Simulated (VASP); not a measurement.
Set up this calculation in VASP 6.6.1, as the native input.

```yaml
Task: single point
Functional: PBE
Potentials_or_basis: VASP PAW PBE potentials, release 64 (C)
Cutoff: 600 eV
k_mesh: 17 × 17 × 9
Occupations: fermi-dirac, width 0.03 eV
Spin: no spin polarisation
Dipole_correction: no
Further_INCAR_settings: ALGO = Normal; EDIFF = 1e-06; NBANDS = 11
```

The structure of C lies in POSCAR:

```
C
1.0
    2.1512928631      0.0000000000      0.0000000000
   -1.0756464315      1.8630742704      0.0000000000
    0.0000000000      0.0000000000      3.5765487209
C
2
Direct
    0.3333333333      0.6666666667      0.2500000000
    0.6666666667      0.3333333333      0.7500000000
```

This cell differs from its parent crystal: volume scaled by 1.03.

The input as run:

INCAR

```
SYSTEM = C
  PREC = Accurate
  ENCUT = 600
  EDIFF = 1E-6
  ISMEAR = -1
  SIGMA = 0.03
  LREAL = .FALSE.
  LASPH = .TRUE.
  NELM = 120
  ALGO = Normal
  ISIF = 2
  LWAVE = .FALSE.
  LCHARG = .FALSE.
  GGA = PE
  NBANDS = 11
  GGA_COMPAT = .FALSE.
```

KPOINTS

```
regular mesh
0
G
  17 17 9
  0 0 0
```

Potentials or basis: VASP PAW PBE potentials, release 64 (C).

The run is started by

```bash
$ cat potpaw_PBE.64/C/POTCAR > POTCAR
$ mpirun -np 1 vasp_std > vasp.out
```

It gave:

| Quantity | Value |
| --- | --- |
| Pressure | -4.3 GPa |
| Band gap on the k mesh | zero (band 4 reaches 14.46 eV, above the bottom of band 5 at 3.96 eV) |

It took 38 s on 1 thread of AMD EPYC 7R13, on a shared host, peak memory 0.11 GiB.
